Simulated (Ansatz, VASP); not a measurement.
**Ta in VASP and in Ansatz**

Contents of INCAR:

```
PREC = Accurate
ENCUT = 520
EDIFF = 1E-6
ISMEAR = -1
SIGMA = 0.1
LREAL = F
LASPH = T
NELM = 80
ALGO = Normal
ISIF = 2
LWAVE = F
LCHARG = F
GGA = CA
NBANDS = 12
```

The input KPOINTS:

```
regular mesh
0
Gamma
  15 15 15
```

The input POSCAR:

```
Ta
1.0
    0.0000000000      2.1504327521      2.1504327521
    2.1504327521      0.0000000000      2.1504327521
    2.1504327521      2.1504327521      0.0000000000
Ta
1
Direct
    0.0000000000      0.0000000000      0.0000000000
```

Input for Ansatz:

```yaml
crystal:
  lattice:
    - [0.0, 2.1504327521, 2.1504327521]
    - [2.1504327521, 0.0, 2.1504327521]
    - [2.1504327521, 2.1504327521, 0.0]
  atoms:
    - { symbol: Ta, position: [0.0, 0.0, 0.0] }
hamiltonian:
  xc: lda
  pseudopotentials:
    kind: paw
    azcp:
      Ta: "pseudopotentials/Ta.paw.azcp"
basis:
  ecutwfc: 420
  fft_grid_basis: typed
kpoints:
  mp_grid: { grid: [15, 15, 15], shift: [0, 0, 0] }
magnetization:
  spin_polarized: false
scf:
  occupations: { method: fermi_dirac, width: 0.1 }
  lower_state_search: "off"
output:
  stress: true
```

Alike in both runs: task single point; functional LDA; k mesh 15 × 15 × 15; occupations fermi-dirac, width 0.1 eV; no spin polarisation.

|  | VASP | Ansatz |
| --- | --- | --- |
| version | VASP 6.6.1 | Ansatz 0.2.0 |
| potentials or method | VASP PAW LDA potentials, release 64 (Ta_pv), cutoff 520 eV | plane waves (420 eV) with PAW, scalar-relativistic |
| valence electrons in the cell | 11 | 13 |

```tsv
	VASP	Ansatz	Ansatz less VASP
pressure (GPa)	-18.7	-19.2	-0.51
```

Ansatz warns that its potentials were made for another functional, while VASP's fit it. LDA's correlation is that of Perdew and Zunger in VASP and of Perdew and Wang (1992) in Ansatz. VASP's potentials hold 11 valence electrons a cell and Ansatz's 13, so a difference there can come from the potentials and not from the codes.

Neither program's run includes spin-orbit coupling.
